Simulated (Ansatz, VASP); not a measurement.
# Ag in VASP and in Ansatz

```xyz
4
Lattice="1.4602 2.5292 0.0000 -2.9205 0.0000 0.0000 0.0000 0.0000 30.6478" Properties=species:S:1:pos:R:3 pbc="T T T"
Ag    0.0000    0.0000   17.2709
Ag    0.0000    1.6861   19.6991
Ag   -1.4602    0.8431   22.0881
Ag    1.4602    2.5292   24.4762
```

Alike in both runs: task single point; functional PBE; k mesh 21 × 21 × 1; occupations methfessel-paxton of order 1, width 0.1 eV; no spin polarisation.

```csv
,VASP,Ansatz
version,VASP 6.6.1,Ansatz 0.2.0
potentials or method,"VASP PAW PBE potentials, release 64 (Ag), cutoff 400 eV","scalar-relativistic, plane waves, PAW"
valence electrons in the cell,44,76
```

```tsv
	VASP	Ansatz	Ansatz less VASP
gap on the k mesh at the Fermi level (eV)	none	none	-
rms of the force components (eV/Å)	0.029	0.029	+0.0003
```

Atom by atom the forces differ by 0.002 eV/Å (rms over components). A gap of «none» marks a metal or a gap that the smearing closes. VASP's potentials hold 44 valence electrons a cell and Ansatz's 76, so a difference there can come from the potentials and not from the codes. Ansatz's warnings: xc potential rough in thin density.
